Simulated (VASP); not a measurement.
Crystal: B2O.

```
B O
1.0
     2.49681    0.00000    0.00000
    -1.24840    2.16230    0.00000
     0.00000    0.00000   10.09273
B O
4 2
Cartesian
  0.0000 0.0000 4.1801
  0.0000 0.0000 5.9127
  1.2484 0.7208 0.3121
  0.0000 1.4415 9.7806
  1.2484 0.7208 3.6296
  0.0000 1.4415 6.4631
```

```yaml
Program: VASP 6.6.1
Task: relaxation of shape and atoms at fixed volume
Functional: PBEsol
Potentials_or_basis: VASP PAW PBE potentials, release 64 (B, O)
Cutoff: 600 eV
k_mesh: 18 × 18 × 4
Occupations: gaussian, width 0.1 eV
Spin: no spin polarisation
```

At the start: pressure 5.9 GPa; volume 9.08 Å³/atom.

Problem. Where does the relaxation end?

Solution. Over 17 steps the energy falls by 5.4 meV/atom; space group P-3m1 (No. 164, to 0.1 Å) before and after.

The path:
```csv
step,energy change (eV),largest force (eV/Å),pressure (GPa),volume (Å³)
1,0.0000,0.4661,5.92,54.49
2,-0.0233,0.2950,2.57,54.49
3,-0.0248,0.3711,1.42,54.49
4,-0.0244,0.4055,0.17,54.49
5,-0.0283,0.1434,0.78,54.49
6,-0.0299,0.0522,0.58,54.49
7,-0.0300,0.0427,0.51,54.49
8,-0.0307,0.0334,0.48,54.49
9,-0.0320,0.0863,0.43,54.49
10,-0.0321,0.1253,0.37,54.49
11,-0.0325,0.0652,0.30,54.49
12,-0.0326,0.0123,0.23,54.49
13,-0.0326,0.0121,0.24,54.49
14,-0.0325,0.0363,0.27,54.49
15,-0.0326,0.0124,0.24,54.49
16,-0.0326,0.0100,0.23,54.49
17,-0.0326,0.0036,0.21,54.49
```

Final structure:
```xyz
6
Lattice="2.5233 0.0000 0.0000 -1.2617 2.1853 0.0000 0.0000 0.0000 9.8816" Properties=species:S:1:pos:R:3 pbc="T T T"
B     0.0000    0.0000    4.0657
B     0.0000    0.0000    5.8159
B     1.2617    0.7284    0.3171
B     0.0000    1.4569    9.5645
O     1.2617    0.7284    3.5112
O     0.0000    1.4569    6.3704
```

Caveat: the PAW data sets were made with another functional, which shifts forces and pressure a little; this functional lacks dispersion, which binds layers or chains, so the pressure and a relaxed spacing across them are unreliable.
